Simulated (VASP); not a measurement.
The system is Pd.

```
CELL_PARAMETERS angstrom
0.00000 1.94650 1.94650
1.94650 0.00000 1.94650
1.94650 1.94650 0.00000
ATOMIC_POSITIONS crystal
Pd 0.00000 0.00000 0.00000
```

| Item | Value |
| --- | --- |
| Program | VASP 6.6.1 |
| Task | relaxation of cell and atoms |
| Functional | PBE |
| Potentials or basis | VASP PAW PBE potentials, release 64 (Pd) |
| Cutoff | 500 eV |
| k mesh | 9 × 9 × 9 |
| Occupations | fermi-dirac, width 0.01 eV |
| Spin | no spin polarisation |

At the start: pressure 6.3 GPa; volume 14.75 Å³/atom.

How do energy, volume and symmetry change on relaxing?

Over 3 steps the energy falls by 9.5 meV/atom and the volume is 15.26 Å³/atom (+3.4 %); space group Fm-3m (No. 225, to 0.05 Å).

The path:
| step | energy change (eV) | largest force (eV/Å) | pressure (GPa) | volume (Å³) |
| --- | --- | --- | --- | --- |
| 1 | 0.0000 | 0.0000 | 6.27 | 14.75 |
| 2 | 0.0089 | 0.0000 | -7.30 | 16.02 |
| 3 | -0.0095 | 0.0000 | -0.06 | 15.26 |

Final structure:
```
Pd
1.0
     0.00000    1.96860    1.96860
     1.96860    0.00000    1.96860
     1.96860    1.96860    0.00000
Pd
1
Direct
  0.00000 0.00000 0.00000
```
